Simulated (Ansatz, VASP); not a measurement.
## SnO2 in VASP and in Ansatz

```xyz
6
Lattice="4.7880 0.0000 0.0000 0.0000 4.8666 0.0000 0.0000 0.0000 3.2409" Properties=species:S:1:pos:R:3 pbc="T T T"
Sn    0.0000    0.0000    0.0000
Sn    2.3940    2.4333    1.6204
O     3.3906    3.3042    0.0000
O     0.9966    3.9957    1.6204
O     3.7914    0.8709    1.6204
O     1.3974    1.5624    0.0000
```

Alike in both runs: functional PBEsol; k mesh 5 × 5 × 6; occupations fermi-dirac, width 0.05 eV; no spin polarisation.

|  | VASP | Ansatz |
| --- | --- | --- |
| version | VASP 6.6.1 | Ansatz 0.2.0 |
| potentials or method | VASP PAW PBE potentials, release 64 (Sn_d, O) | Ansatz PAW |
| plane-wave cutoff (eV) | 520 | 420 |
| valence electrons in the cell | 52 | 52 |
| task | single point | band structure |

|  | VASP | Ansatz | Ansatz less VASP |
| --- | --- | --- | --- |
| gap on the k mesh at the Fermi level (eV) | 0.72 | 0.73 | +0.007 |
| least direct gap on the mesh (eV) | 0.72 | 0.73 | +0.007 |
| pressure (GPa) | -5.8 | -6.3 | -0.56 |
| traceless stress, the component that is largest in VASP (GPa) | -0.62 | -0.82 | -0.202 |
| rms of the force components (eV/Å) | 0.049 | 0.055 | +0.0059 |

VASP's potentials were made for PBE, not for PBEsol. Atom by atom the forces differ by 0.008 eV/Å (rms over components). The functional is the same, so the differences come from potentials, cutoffs and numerics.
